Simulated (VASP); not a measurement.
Wanted: the native input for a VASP 6.6.1 run.

- Task: single point
- Functional: PBE
- Potentials or basis: VASP PAW PBE potentials, release 64 (Ta_pv, Si, O)
- Cutoff: 520 eV
- k mesh: 6 × 6 × 4
- Occupations: gaussian, width 0.1 eV
- Spin: no spin polarisation
- Dipole correction: no
- Further INCAR settings: ALGO = Normal; EDIFF = 1e-07; NBANDS = 28

The structure of TaSiO4 lies in POSCAR:

```
TaSiO4
1.0
    3.4816851800      0.0000000000      0.0000000000
    0.0000000000      3.4816851800      0.0000000000
    0.0000000000      0.0000000000      4.9298129400
Ta Si O
1 1 4
Direct
    0.5000000000      0.5000000000      0.5000000000
    0.0000000000      0.0000000000      0.0000000000
    0.5000000000      0.0000000000      0.7458124800
    0.0000000000      0.5000000000      0.2541875200
    0.5000000000      0.0000000000      0.2541875200
    0.0000000000      0.5000000000      0.7458124800
```

These files were run (other wordings do the same):

INCAR

```
SYSTEM = TaSiO4
ALGO = Normal
EDIFF = 1E-7
ENCUT = 520
GGA = PE
ISIF = 2
ISMEAR = 0
LASPH = .TRUE.
LCHARG = .FALSE.
LREAL = .FALSE.
LWAVE = .FALSE.
NBANDS = 28
NELM = 60
PREC = Accurate
SIGMA = 0.1
```

KPOINTS

```
k-points
0
G
  6 6 4
  0 0 0
```

Potentials or basis: VASP PAW PBE potentials, release 64 (Ta_pv, Si, O).

Launch:

```sh
$ cat potpaw_PBE.64/Ta_pv/POTCAR potpaw_PBE.64/Si/POTCAR potpaw_PBE.64/O/POTCAR > POTCAR
$ mpirun -np 1 vasp_std > vasp.out
```

It gave:

- Pressure: -6.5 GPa
- Largest force: 0.929 eV/Å

Caveat: an odd number of electrons without spin polarisation forces a metal; a magnetic or distorted state may lie lower.

Wall time 59 s on 1 thread of Intel(R) Xeon(R) Platinum 8488C (Sapphire Rapids), with other jobs on the host, peak memory 0.2 GiB.
